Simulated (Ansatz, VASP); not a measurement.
## Two plane-wave programs on Cu

```
Cu
1.0
     0.00000    1.70592    1.80750
     1.90908    0.00000    1.80750
     1.90908    1.70592    0.00000
Cu
1
Cartesian
  0.0000 0.0000 0.0000
```

Change from the starting cell: strain +0.0562 x Voigt [1, -1, 0, 0, 0, 0], atoms carried along.

Alike in both runs: task single point; functional r2SCAN; k mesh 22 × 22 × 22; occupations gaussian, width 0.15 eV; no spin polarisation.

|  | VASP | Ansatz |
| --- | --- | --- |
| version | VASP 6.6.1 | Ansatz 0.2.0 |
| potentials or method | VASP PAW PBE potentials, release 64 (Cu), cutoff 520 eV | scalar-relativistic, plane waves, PAW |
| valence electrons in the cell | 11 | 19 |

```tsv
	VASP	Ansatz	Ansatz less VASP
gap on the k mesh at the Fermi level (eV)	none	none	-
pressure (GPa)	-3.5	-4.0	-0.57
traceless stress, the component that is largest in VASP (GPa)	-3.85	-3.85	+0.001
```

VASP's potentials were made for PBE, not for r2SCAN. A gap of «none» marks a metal or a gap that the smearing closes. VASP's potentials hold 11 valence electrons a cell and Ansatz's 19, so a difference there can come from the potentials and not from the codes.
